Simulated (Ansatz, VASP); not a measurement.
Te in VASP and in Ansatz

```
Te
1.0
    10.50000    0.00000    0.00000
     0.00000   11.00000    0.00000
     0.00000    0.00000   11.50000
Te
1
Direct
  0.50000 0.50455 0.50000
```

Alike in both runs: task single point; functional RPBE; k mesh 1 × 1 × 1; occupations gaussian, width 0.005 eV; collinear spin.

```csv
,VASP,Ansatz
version,VASP 6.6.1,Ansatz 0.2.0
potentials or method,"VASP PAW PBE potentials, release 64 (Te)","scalar-relativistic, plane waves, PAW"
plane-wave cutoff (eV),400,420
valence electrons in the cell,6,16
```

```tsv
	VASP	Ansatz	Ansatz less VASP
net moment per atom (μB)	2.00	2.00	0.000
size of the moment on the site where the two differ most (μB)	0.96	2.00	+1.037
```

VASP's potentials were made for PBE, not for RPBE. Site moments also hang on the region over which each program counts them. VASP's potentials hold 6 valence electrons a cell and Ansatz's 16, so a difference there can come from the potentials and not from the codes. Ansatz's warnings: stability check not made.

Neither program's run includes spin-orbit coupling.
